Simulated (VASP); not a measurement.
TiAl, 2 atoms in the cell. Symmetry: P-6m2, No. 187, hexagonal system. The conventional cell has a = 2.823 Å, b = 2.823 Å, c = 4.569 Å, α = 90.00°, β = 90.00°, γ = 120.00°. Within 3.7 Å of Ti (site symmetry -6m2) lie 6 Al at 2.81 Å and 6 Ti at 2.82 Å. Within 3.7 Å of Al (site symmetry -6m2) lie 6 Ti at 2.81 Å and 6 Al at 2.82 Å. 

```yaml
Program: VASP 6.6.1
Task: vibrations by perturbation theory
Functional: LDA
Potentials_or_basis: VASP PAW LDA potentials, release 64 (Ti_sv, Al)
Cutoff: 520 eV
k_mesh: 15 × 15 × 8
Occupations: fermi-dirac, width 0.15 eV
Spin: no spin polarisation
Dipole_correction: no
Further_INCAR_settings: ALGO = Normal; EDIFF = 1e-08; IBRION = 8; NSW = 1
```

Potentials or basis: VASP PAW LDA potentials, release 64 (Ti_sv, Al).

Run with:

```console
$ cat potpaw_LDA.64/Ti_sv/POTCAR potpaw_LDA.64/Al/POTCAR > POTCAR
$ mpirun -np 1 vasp_std > vasp.out
```

Hardware: 1 thread of AMD EPYC 7R13 (shared host).

How long does it take, and how much memory?

Wall time 28 min on 1 thread of AMD EPYC 7R13 (shared host), peak memory 0.5 GiB. Counts: scf iterations 92, k points 135.
